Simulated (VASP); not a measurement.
Hf3N4:

```xyz
14
Lattice="-3.3667 3.3667 3.3667 3.3667 -3.3667 3.3667 3.3667 3.3667 -3.3667" Properties=species:S:1:pos:R:3 pbc="T T T"
Hf   -1.6834    2.5250    3.3667
Hf    3.3667   -1.6834    2.5250
Hf    3.3667    1.6834    0.8417
Hf    2.5250    3.3667   -1.6834
Hf    0.8417    3.3667    1.6834
Hf    1.6834    0.8417    3.3667
N     0.4488    3.8155   -0.4488
N     1.2346   -1.2346    2.1322
N     1.2346    1.2346    1.2346
N     2.1322    1.2346   -1.2346
N     2.9179    2.9179    2.9179
N     3.8155   -0.4488    0.4488
N    -1.2346    2.1322    1.2346
N    -0.4488    0.4488    3.8155
```

```yaml
Program: VASP 6.6.1
Task: relaxation of cell and atoms
Functional: PBEsol
Potentials_or_basis: VASP PAW PBE potentials, release 64 (Hf_pv, N)
Cutoff: 600 eV
k_mesh: 6 × 6 × 6
Occupations: fermi-dirac, width 0.02 eV
Spin: no spin polarisation
```

At the start: pressure -11.0 GPa; volume 10.90 Å³/atom.

How do energy, volume and symmetry change on relaxing?

Over 10 steps the energy falls by 17.5 meV/atom and the volume is 10.40 Å³/atom (-4.6 %); space group I-43d (No. 220, to 0.1 Å) before and after.

The path:
```tsv
step	energy change (eV)	largest force (eV/Å)	pressure (GPa)	volume (Å³)
1	0.0000	0.0590	-11.00	152.64
2	0.5182	0.7297	24.67	136.69
3	-0.2114	0.1928	-0.31	146.83
4	-0.2115	0.1982	-0.07	146.71
5	-0.2235	0.1602	-0.05	146.47
6	-0.2434	0.0386	0.12	145.75
7	-0.2444	0.0011	0.20	145.55
8	-0.2444	0.0054	0.19	145.57
9	-0.2438	0.0122	-0.67	145.98
10	-0.2444	0.0014	0.00	145.66
```

Final structure:
```yaml
crystal:
  lattice:
    - [-3.31460, 3.31460, 3.31460]
    - [3.31460, -3.31460, 3.31460]
    - [3.31460, 3.31460, -3.31460]
  atoms:
    - { symbol: Hf, position: [0.87500, 0.25000, 0.12500] }
    - { symbol: Hf, position: [0.12500, 0.87500, 0.25000] }
    - { symbol: Hf, position: [0.37500, 0.62500, 0.75000] }
    - { symbol: Hf, position: [0.25000, 0.12500, 0.87500] }
    - { symbol: Hf, position: [0.75000, 0.37500, 0.62500] }
    - { symbol: Hf, position: [0.62500, 0.75000, 0.37500] }
    - { symbol: N, position: [0.50000, 0.00000, 0.64004] }
    - { symbol: N, position: [0.14004, 0.50000, 0.00000] }
    - { symbol: N, position: [0.35996, 0.35996, 0.35996] }
    - { symbol: N, position: [0.00000, 0.14004, 0.50000] }
    - { symbol: N, position: [0.85996, 0.85996, 0.85996] }
    - { symbol: N, position: [0.00000, 0.64004, 0.50000] }
    - { symbol: N, position: [0.50000, 0.00000, 0.14004] }
    - { symbol: N, position: [0.64004, 0.50000, 0.00000] }
```

Caveat: the PAW data sets were made with another functional, which shifts forces and pressure a little.
